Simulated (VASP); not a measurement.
A run of VASP 6.6.1:

Contents of INCAR:

```
PREC     = Accurate       # precision mode
ENCUT    = 520            # plane-wave cutoff, eV
EDIFF    = 1E-6           # SCF threshold, eV
ISMEAR   = 0              # smearing method
SIGMA    = 0.1            # smearing width, eV
LREAL    = F              # projectors in reciprocal space
LASPH    = T              # aspherical terms in the spheres
NELM     = 150            # most SCF steps
ALGO     = Fast           # electronic algorithm
ISIF     = 2              # what is computed and relaxed
LWAVE    = F              # write WAVECAR
LCHARG   = F              # write CHGCAR
ISPIN    = 2              # spin polarisation
MAGMOM   = 0 0 3          # initial moments
LORBIT   = 11             # projections on sites
LMAXMIX  = 4              # l up to which the mixer works
GGA      = PE             # functional
NBANDS   = 18             # bands
```

The input KPOINTS:

```
regular mesh
0
Gamma
  6 6 6
```

The input POSCAR:

```
Be2Co
1.0
    0.0000000000      1.9194920000      5.3325430000
    1.3384940000      0.0000000000      5.3325430000
    1.3384940000      1.9194920000      0.0000000000
Be Co
2 1
Direct
    0.3360580000      0.3360580000      0.6639420000
    0.6639420000      0.6639420000      0.3360580000
    0.0000000000      0.0000000000      0.0000000000
```

Potentials or basis: VASP PAW PBE potentials, release 64 (Be, Co).

Launch:

```sh
$ cat potpaw_PBE.64/Be/POTCAR potpaw_PBE.64/Co/POTCAR > POTCAR
$ mpirun -np 1 vasp_std > vasp.out
```

Hardware: 1 thread of Intel Xeon 8259CL, on a shared host.

Task: Estimate the wall time of this run.

Result: It took 2.6 min on 1 thread of Intel Xeon 8259CL, with other jobs on the host, peak memory 0.22 GiB. Counts: scf iterations 15, k points 46.
